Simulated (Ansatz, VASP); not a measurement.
# HgTe: VASP beside Ansatz

The input INCAR:

```
SYSTEM = HgTe
PREC = Accurate
ENCUT = 500
EDIFF = 1E-6
ISMEAR = 0
SIGMA = 0.1
LREAL = .False.
LASPH = .True.
NELM = 120
ALGO = Normal
ISIF = 2
LWAVE = .False.
LCHARG = .False.
GGA = PS
NBANDS = 16
GGA_COMPAT = .False.
```

File KPOINTS:

```
Automatic mesh
0
Gamma
  6 6 6
  0 0 0
```

The input POSCAR:

```
HgTe
1.0
    0.0000000000      3.2234988908      3.2234988908
    3.2234988908      0.0000000000      3.2234988908
    3.2234988908      3.2234988908      0.0000000000
Hg Te
1 1
Direct
    0.0000000000      0.0000000000      0.0000000000
    0.2500000000      0.2500000000      0.2500000000
```

Input for Ansatz:

```yaml
crystal:
  lattice:
    - [0.0, 3.2234988908, 3.2234988908]
    - [3.2234988908, 0.0, 3.2234988908]
    - [3.2234988908, 3.2234988908, 0.0]
  atoms:
    - { symbol: Hg, position: [0.0, 0.0, 0.0] }
    - { symbol: Te, position: [0.25, 0.25, 0.25] }
basis:
  ecutwfc: 420
kpoints:
  mp_grid: { grid: [6, 6, 6] }
hamiltonian:
  xc: pbesol
scf:
  occupations: { method: gaussian, width: 0.1 }
output:
  forces: true
  stress: true
  eigenvalues: true
```

Alike in both runs: task single point; functional PBEsol; k mesh 6 × 6 × 6; occupations gaussian, width 0.1 eV; no spin polarisation.

```csv
,VASP,Ansatz
version,VASP 6.6.1,Ansatz 0.2.0
potentials or method,"VASP PAW PBE potentials, release 64 (Hg, Te), cutoff 500 eV","scalar-relativistic, plane waves, PAW"
valence electrons in the cell,18,36
```

```csv
,VASP,Ansatz,Ansatz less VASP
gap on the k mesh at the Fermi level (eV),none,none,-
pressure (GPa),1.5,1.4,-0.13
```

VASP's potentials were made for PBE, not for PBEsol. A gap of «none» marks a metal or a gap that the smearing closes. VASP's potentials hold 18 valence electrons a cell and Ansatz's 36, so a difference there can come from the potentials and not from the codes.

Spin-orbit coupling is off throughout.
